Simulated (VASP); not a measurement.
# Ir (Fm-3m) in VASP: further runs

Runs on Ir. Level: r2SCAN. Tasks: single point, relaxation of cell and atoms.

Program: VASP 6.6.1. These are calculated values, not measurements. Logs are shortened: lines on timing, memory, paths and dates and some standing lists are left out, and cuts for length are marked.

### 1 The cell of the first run

The structure is cubic, space group Fm-3m (No. 225). Conventional cell: a = 3.843 Å, b = 3.843 Å, c = 3.843 Å, α = 90.00°, β = 90.00°, γ = 90.00°. Within 3.6 Å of Ir (site symmetry m-3m) lie 12 Ir at 2.72 Å.

### 2 Single point, r2SCAN

Contents of POSCAR:

```
Ir
1.0
    0.0000000000      1.9215378538      1.9215378538
    1.9215378538      0.0000000000      1.9215378538
    1.9215378538      1.9215378538      0.0000000000
Ir
1
Direct
    0.0000000000      0.0000000000      0.0000000000
```

Contents of INCAR.step1:

```
SYSTEM = Ir
ALGO     = Normal         ! electronic algorithm
EDIFF    = 1E-4           ! SCF threshold, eV
ENCUT    = 520            ! plane-wave cutoff, eV
GGA      = PE             ! functional
ISMEAR   = -1             ! smearing method
LASPH    = .True.         ! aspherical terms in the spheres
LCHARG   = .False.        ! write CHGCAR
LREAL    = .False.        ! projectors in reciprocal space
LWAVE    = .True.         ! write WAVECAR
NBANDS   = 10             ! bands
NELM     = 60             ! most SCF steps
PREC     = Accurate       ! precision mode
SIGMA    = 0.1            ! smearing width, eV
```

Contents of INCAR.step2:

```
SYSTEM = Ir
ALGO     = Normal         ! electronic algorithm
EDIFF    = 1E-7           ! SCF threshold, eV
ENCUT    = 520            ! plane-wave cutoff, eV
ISIF     = 2              ! what is computed and relaxed
ISMEAR   = -1             ! smearing method
ISTART   = 1            
LASPH    = .True.         ! aspherical terms in the spheres
LCHARG   = .False.        ! write CHGCAR
LMIXTAU  = .True.       
LREAL    = .False.        ! projectors in reciprocal space
LWAVE    = .False.        ! write WAVECAR
METAGGA  = R2SCAN         ! meta-GGA
NBANDS   = 10             ! bands
NELM     = 60             ! most SCF steps
PREC     = Accurate       ! precision mode
SIGMA    = 0.1            ! smearing width, eV
```

Contents of KPOINTS:

```
k-points
0
Gamma
  9 9 9
  0 0 0
```

Potentials or basis: VASP PAW PBE potentials, release 64 (Ir).

Command:

```sh
$ cat potpaw_PBE.64/Ir/POTCAR > POTCAR
$ cp INCAR.step1 INCAR
$ mpirun -np 1 vasp_std > vasp.out
$ cp INCAR.step2 INCAR
$ mpirun -np 1 vasp_std > vasp.out
```

OUTCAR:

```text
SYSTEM = Ir
   EDIFF = 1E-7
   ENCUT = 520
   ISIF = 2
   ISMEAR = -1
   ISTART = 1
   LASPH = .True.
   LREAL = .False.
   METAGGA = R2SCAN
   NELM = 60
   PREC = Accurate

 ion  position               nearest neighbor table
   1  0.000  0.000  0.000-

  LATTYP: Found a face centered cubic cell.
 ALAT       =     3.8430757076

  Lattice vectors:

 A1 = (   0.0000000000,   1.9215378538,   1.9215378538)
 A2 = (   1.9215378538,   0.0000000000,   1.9215378538)
 A3 = (   1.9215378538,   1.9215378538,   0.0000000000)

Analysis of symmetry for initial positions (statically):
=====================================================================
 Subroutine PRICEL returns:
 Original cell was already a primitive cell.

 Routine SETGRP: Setting up the symmetry group for a
 face centered cubic supercell.

 Subroutine GETGRP returns: Found 48 space group operations
 (whereof 48 operations were pure point group operations)
 out of a pool of 48 trial point group operations.

The static configuration has the point symmetry O_h .

Analysis of symmetry for dynamics (positions and initial velocities):
=====================================================================
 Subroutine PRICEL returns:
 Original cell was already a primitive cell.

 Routine SETGRP: Setting up the symmetry group for a
 face centered cubic supercell.

 Subroutine GETGRP returns: Found 48 space group operations
 (whereof 48 operations were pure point group operations)
 out of a pool of 48 trial point group operations.

The dynamic configuration has the point symmetry O_h .

 Subroutine INISYM returns: Found 48 space group operations
 (whereof 48 operations are pure point group operations),
 and found     1 'primitive' translations

----------------------------------------------------------------------------------------

                                     Primitive cell

  volume of cell :      14.1898

  direct lattice vectors                    reciprocal lattice vectors
     0.000000000  1.921537854  1.921537854    -0.260208249  0.260208249  0.260208249
     1.921537854  0.000000000  1.921537854     0.260208249 -0.260208249  0.260208249
     1.921537854  1.921537854  0.000000000     0.260208249  0.260208249 -0.260208249

  length of vectors
     2.717464893  2.717464893  2.717464893     0.450693908  0.450693908  0.450693908

  position of ions in fractional coordinates (direct lattice)
[... 80 lines left out ...]
   NSW    =      0    number of steps for IOM
   IBRION =     -1    ionic relax: 0-MD 1-quasi-New 2-CG
   NFREE  =      0    steps in history (QN), initial steepest desc. (CG)
   ISIF   =      2    stress and relaxation
   ISYM   =      2    0-nonsym 1-usesym 2-fastsym
   POTIM  = 0.5000    time-step for ionic-motion
   TEBEG  =    0.0;   TEEND  =   0.0 temperature during run
   PSTRESS=    0.0 pullay stress
   NELECT =       9.0000    total number of electrons
   NUPDOWN=      -1.0000    fix difference up-down
   EMIN   =  10.00;   EMAX   =-10.00  energy-range for DOS
   EFERMI =   0.00;   METHOD = LEGACY
   ISMEAR =    -1;   SIGMA  =   0.10  broadening in eV -4-tet -1-fermi 0-gaus
   EFERMI_NEDOS =   21; number of points for ismear=-14 and -15
   IALGO  =     38    algorithm
   IMIX   =      4    mixing-type and parameters
     AMIX     =   0.40;   BMIX     =  1.00
     AMIX_MAG =   1.60;   BMIX_MAG =  1.00
  volume/ion in A,a.u.               =      14.19        95.76
  Fermi-wavevector in a.u.,A,eV,Ry     =   1.406577  2.658044 26.918552  1.978458
  Thomas-Fermi vector in A             =   2.528923
   LORBIT       =      0    0 simple, 1 ext, 2 COOP (PROOUT), +10 PAW based schemes
   METAGGA = R2SCAN    functional components
   LHFCALC =     F    Hartree Fock is set to
   AEXX    =    0.0000 exact exchange contribution
   IVDW    =     0    specifies the selected vdW correction
   LEPSILON=     F    determine dielectric tensor
   LRPA    =     F    only Hartree local field effects (RPA)
 non-spin polarized calculation
  energy-cutoff  :      520.00
  volume of cell :       14.19
 maximum number of plane-waves:       389
   NGX = 11   NGY = 11   NGZ = 11

 number of electron       9.0000000 magnetization

 Free energy of the ion-electron system (eV)
  ---------------------------------------------------
  ext. energy  EPLUGINS =         0.00000000
  ---------------------------------------------------
  free energy    TOTEN  =       -52.39213268 eV

  energy without entropy =      -52.37109591  energy(sigma->0) =      -52.38161430

 E-fermi :   9.9909     XC(G=0): -15.3123

 val. band max:        9.8851066859   @ k =   0.3333   0.0000   0.0000
 cond. band min:      10.0385130651   @ k =  -0.4444   0.4444   0.1111
 fundamental gap:      0.1534063792
 Fermi energy:         9.9909136136

 k-point     1 :       0.0000    0.0000    0.0000
  band No.  band energies     occupation
      1      -1.3740      2.00000
      2       6.1351      2.00000
      3       6.1351      2.00000
      4       6.1351      2.00000
      5       8.8420      1.99998
      6       8.8420      1.99998
      7      25.2464      0.00000
      8      31.0774      0.00000
      9      31.0774      0.00000
     10      31.0774      0.00000
[... 287 lines left out ...]
 k-point    24 :       0.4444    0.4444    0.0000
  band No.  band energies     occupation
      1       2.0288      2.00000
      2       2.6113      2.00000
      3      10.8864      0.00026
      4      11.1205      0.00002
      5      11.3695      0.00000
      6      11.3695      0.00000
      7      22.1972      0.00000
      8      22.9348      0.00000
      9      22.9348      0.00000
     10      32.2210      0.00000

 [... further k-points ...]

------------------------ aborting loop because EDIFF is reached ----------------------------------------

  FORCE on cell =-STRESS in cart. coord.  units (eV):
  Direction    XX          YY          ZZ          XY          YZ          ZX
  --------------------------------------------------------------------------------------
  -------------------------------------------------------------------------------------
  Total        0.2199047      0.2199047      0.2199047      0.0000000      0.0000000      0.0000000
  in kB       24.8295203     24.8295203     24.8295203      0.0000000      0.0000000      0.0000000
  external PRESSURE =      24.8295203 kB  Pullay stress =       0.0000000 kB

 VOLUME and BASIS-vectors are now :
 -----------------------------------------------------------------------------
  energy-cutoff  :      520.00
  volume of cell :       14.19
      direct lattice vectors                 reciprocal lattice vectors
     0.000000000  1.921537854  1.921537854    -0.260208249  0.260208249  0.260208249
     1.921537854  0.000000000  1.921537854     0.260208249 -0.260208249  0.260208249
     1.921537854  1.921537854  0.000000000     0.260208249  0.260208249 -0.260208249

 POSITION                                       TOTAL-FORCE (eV/Angst)
 -----------------------------------------------------------------------------------
      0.00000      0.00000      0.00000         0.000000     -0.000000      0.000000
 -----------------------------------------------------------------------------------
    total drift:                                0.000000      0.000000      0.000000

  FREE ENERGIE OF THE ION-ELECTRON SYSTEM (eV)
  ---------------------------------------------------
  free  energy   TOTEN  =       -52.3921326808 eV

  energy  without entropy=      -52.3710959100  energy(sigma->0) =      -52.38161430
```

Run time: 49 s. Hardware: 1 thread of AMD EPYC 7R13, shared host; peak memory 0.13 GiB.

Results:

```
Free energy            : -52.3921 eV
Pressure               : 2.5 GPa
Band gap on the k mesh : zero (an odd number of electrons rules out a gap without spin polarisation)
```

Levels at points of the mesh, in eV from the Fermi level:
| k point | band 1 | band 2 | band 3 | band 4 | band 5 | band 6 | band 7 | band 8 | band 9 | band 10 |
| --- | --- | --- | --- | --- | --- | --- | --- | --- | --- | --- |
| (0.00, 0.00, 0.00) | -11.36 | -3.86 | -3.86 | -3.86 | -1.15 | -1.15 | 15.26 | 21.09 | 21.09 | 21.09 |

Caveat: the PAW data sets were made with another functional, which shifts forces and pressure a little; spin-orbit coupling is left out, which moves the levels of the heavy elements.

### 3 Relaxation of cell and atoms, r2SCAN

This run uses another cell than the first one, of 14.06 Å³/atom.

Contents of POSCAR:

```
Ir
1.0
    0.0000000000      1.9156000000      1.9156000000
    1.9156000000      0.0000000000      1.9156000000
    1.9156000000      1.9156000000      0.0000000000
Ir
1
Direct
    0.0000000000      0.0000000000      0.0000000000
```

Contents of INCAR.step1:

```
SYSTEM = Ir
ALGO = Normal
EDIFF = 1E-4
ENCUT = 600
GGA = PE
ISMEAR = -1
LASPH = .TRUE.
LCHARG = .FALSE.
LREAL = .FALSE.
LWAVE = .TRUE.
NELM = 60
PREC = Accurate
SIGMA = 0.1
```

Contents of INCAR.step2:

```
SYSTEM = Ir
ALGO = Normal
EDIFF = 1E-7
EDIFFG = -0.01
ENCUT = 600
IBRION = 2
ISIF = 3
ISMEAR = -1
ISTART = 1
LASPH = .TRUE.
LCHARG = .FALSE.
LMIXTAU = .TRUE.
LREAL = .FALSE.
LWAVE = .FALSE.
METAGGA = R2SCAN
NELM = 60
NSW = 80
PREC = Accurate
SIGMA = 0.1
```

Contents of KPOINTS:

```
k-points
0
G
  9 9 9
  0 0 0
```

Potentials or basis: VASP PAW PBE potentials, release 64 (Ir).

Command:

```sh
$ cat potpaw_PBE.64/Ir/POTCAR > POTCAR
$ cp INCAR.step1 INCAR
$ mpirun -np 1 vasp_std > vasp.out
$ cp INCAR.step2 INCAR
$ mpirun -np 1 vasp_std > vasp.out
```

Wall time 2 min (1 thread of AMD EPYC 7R13, shared host); peak memory 0.16 GiB.

Results (log left out):

```yaml
Free_energy: -52.3927 eV
Relaxed_volume: 14.28 Å³/atom
Relaxed_cell: a = 2.723 Å, b = 2.723 Å, c = 2.723 Å, α = 60.00°, β = 60.00°, γ = 60.00°
Space_group_after_relaxing_to_0.1_Å: Fm-3m (No. 225)
Energy_gained_by_relaxing: 4.3 meV/atom
Ionic_steps: 4
Pressure_after_relaxing: 0.0 GPa
Band_gap_on_the_k_mesh: zero (an odd number of electrons rules out a gap without spin polarisation)
```

Step by step:
| step | energy change (eV) | largest force (eV/Å) | pressure (GPa) | volume (Å³) |
| --- | --- | --- | --- | --- |
| 1 | 0.0000 | 0.0000 | 6.25 | 14.06 |
| 2 | 0.0573 | 0.0000 | -20.05 | 15.20 |
| 3 | -0.0043 | 0.0000 | -0.16 | 14.29 |
| 4 | -0.0043 | 0.0000 | 0.00 | 14.28 |

Final structure:
```xyz
1
Lattice="0.0000 1.9258 1.9258 1.9258 0.0000 1.9258 1.9258 1.9258 0.0000" Properties=species:S:1:pos:R:3 pbc="T T T"
Ir    0.0000    0.0000    0.0000
```

Levels at points of the mesh, in eV from the Fermi level:
| k point | band 1 | band 2 | band 3 | band 4 | band 5 | band 6 | band 7 | band 8 |
| --- | --- | --- | --- | --- | --- | --- | --- | --- |
| (0.00, 0.00, 0.00) | -11.29 | -3.82 | -3.82 | -3.82 | -1.14 | -1.14 | 15.27 | 21.06 |

Caveat: the PAW data sets were made with another functional, which shifts forces and pressure a little; spin-orbit coupling is left out, which moves the levels of the heavy elements. Zero-point motion and thermal expansion aren't in these numbers.

The gap in the log of VASP goes by the Fermi energy; the results here count the filled bands.